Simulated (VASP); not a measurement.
**LiSb3: single point with PBE+D3(BJ)**

LiSb3:

```
CELL_PARAMETERS angstrom
4.80266 0.00000 0.00000
0.00000 4.80266 0.00000
0.00000 0.00000 4.80266
ATOMIC_POSITIONS crystal
Li 0.00000 0.00000 0.00000
Sb 0.50000 0.00000 0.50000
Sb 0.00000 0.50000 0.50000
Sb 0.50000 0.50000 0.00000
```

```yaml
Program: VASP 6.6.1
Task: single point
Functional: PBE
Dispersion: D3(BJ)
Potentials_or_basis: VASP PAW PBE potentials, release 64 (Li_sv, Sb)
Cutoff: 520 eV
k_mesh: 4 × 4 × 4
Occupations: fermi-dirac, width 0.1 eV
Spin: no spin polarisation
```

```json
{
 "Band gap on the k mesh": "zero (band 9 reaches 7.46 eV, above the bottom of band 10 at 5.15 eV)",
 "Dispersion energy per atom": "-0.383 eV"
}
```

Levels at points of the mesh, in eV from the Fermi level:
| k point | band 5 | band 6 | band 7 | band 8 | band 9 | band 10 | band 11 | band 12 | band 13 | band 14 |
| --- | --- | --- | --- | --- | --- | --- | --- | --- | --- | --- |
| (0.00, 0.00, 0.00) | -3.71 | -3.71 | -3.71 | 0.89 | 0.89 | 0.89 | 1.10 | 2.62 | 2.62 | 2.62 |
| (0.50, 0.00, 0.00) | -2.65 | -2.65 | -1.23 | -1.23 | -1.17 | -0.72 | -0.46 | 2.46 | 2.46 | 3.91 |
| (0.50, 0.50, 0.00) | -4.36 | -2.28 | -1.12 | -0.78 | -0.78 | -0.78 | -0.78 | 3.07 | 3.48 | 3.84 |
| (0.50, 0.50, 0.50) | -5.44 | -4.12 | -4.12 | -4.12 | 0.77 | 3.70 | 3.70 | 4.02 | 4.02 | 4.02 |

Run time: 18 s on 1 thread of AMD EPYC 7R13 Processor (Zen 3), with other jobs on the host, peak memory 0.18 GiB.

Caveat: three body term missing; spin-orbit coupling is left out, which moves the levels of the heavy elements.
